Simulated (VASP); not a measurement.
Write the native input for VASP 6.6.1 that does the following.

| Property | Result |
| --- | --- |
| Task | single point |
| Functional | PBE |
| Potentials or basis | VASP PAW PBE potentials, release 64 (K_sv, H) |
| Cutoff | 520 eV |
| k mesh | 4 × 4 × 4 |
| Occupations | gaussian, width 0.1 eV |
| Spin | no spin polarisation |
| Dipole correction | no |
| Further INCAR settings | ALGO = Normal; EDIFF = 1e-06; NBANDS = 14 |

The structure of KH4 lies in POSCAR:

```
KH4
1.0
    4.5985193941      0.0000000000      0.0000000000
    0.0000000000      4.5985193941      0.0000000000
    0.0000000000      0.0000000000      4.5985193941
K H
1 4
Direct
    0.0000000000      0.0000000000      0.0000000000
    0.5000000000      0.0000000000      0.0000000000
    0.0000000000      0.5000000000      0.0000000000
    0.0000000000      0.0000000000      0.5000000000
    0.5000000000      0.5000000000      0.5000000000
```

One way to write it, as run:

INCAR

```
ALGO = Normal
EDIFF = 1E-6
ENCUT = 520
GGA = PE
ISIF = 2
ISMEAR = 0
LASPH = T
LCHARG = T
LELF = T
LREAL = F
LVHAR = T
LWAVE = F
NBANDS = 14
NELM = 100
PREC = Accurate
SIGMA = 0.1
```

KPOINTS

```
k-points
0
Gamma
  4 4 4
```

Potentials or basis: VASP PAW PBE potentials, release 64 (K_sv, H).

Launch:

```console
$ cat potpaw_PBE.64/K_sv/POTCAR potpaw_PBE.64/H/POTCAR > POTCAR
$ mpirun -np 1 vasp_std > vasp.out
```

It gave:

```
Pressure : 0.2 GPa
```

Run time: 10 s on 1 thread of Intel(R) Xeon(R) Platinum 8488C (Sapphire Rapids), on a shared host, peak memory 0.2 GiB.
